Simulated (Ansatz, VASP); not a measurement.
## Two plane-wave programs on AgI

The input INCAR:

```
PREC = Accurate ; ENCUT = 500
EDIFF = 1E-6 ; ISMEAR = 0
SIGMA = 0.01 ; LREAL = False
LASPH = True ; NELM = 120
ALGO = Normal ; ISIF = 2
LWAVE = False ; LCHARG = True
GGA = PE ; LELF = True
LVHAR = True ; NBANDS = 16
GGA_COMPAT = False
```

Contents of KPOINTS:

```
Automatic mesh
0
Gamma
  6 6 6
```

POSCAR

```
AgI
1.0
    0.0000000000      3.3148340055      3.3148340055
    3.3148340055      0.0000000000      3.3148340055
    3.3148340055      3.3148340055      0.0000000000
Ag I
1 1
Direct
    0.0000000000      0.0000000000      0.0000000000
    0.2500000000      0.2500000000      0.2500000000
```

Input for Ansatz:

```yaml
crystal:
  lattice:
    - [0.0, 3.3148340055, 3.3148340055]
    - [3.3148340055, 0.0, 3.3148340055]
    - [3.3148340055, 3.3148340055, 0.0]
  atoms:
    - { symbol: Ag, position: [0.0, 0.0, 0.0] }
    - { symbol: I, position: [0.25, 0.25, 0.25] }
kpoints:
  mp_grid: { grid: [6, 6, 6] }
hamiltonian:
  xc: pbe
scf:
  occupations: { method: fixed }
  n_extra_bands: 4
output:
  forces: true
  stress: true
  eigenvalues: true
```

Alike in both runs: task single point; functional PBE; k mesh 6 × 6 × 6; no spin polarisation.

|  | VASP | Ansatz |
| --- | --- | --- |
| version | VASP 6.6.1 | Ansatz 0.2.0 |
| potentials or method | VASP PAW PBE potentials, release 64 (Ag, I) | plane waves, PAW |
| plane-wave cutoff (eV) | 500 | 420 |
| occupations | gaussian, width 0.01 eV | fixed |
| valence electrons in the cell | 18 | 36 |

VASP gave:

* gap on the k mesh at the Fermi level (eV): 1.34
* pressure (GPa): -0.1

Estimate Ansatz's values.

gap on the k mesh at the Fermi level (eV): 1.34; pressure (GPa): 0.0.

VASP's potentials hold 18 valence electrons a cell and Ansatz's 36, so a difference there can come from the potentials and not from the codes.

Neither program's run includes spin-orbit coupling.
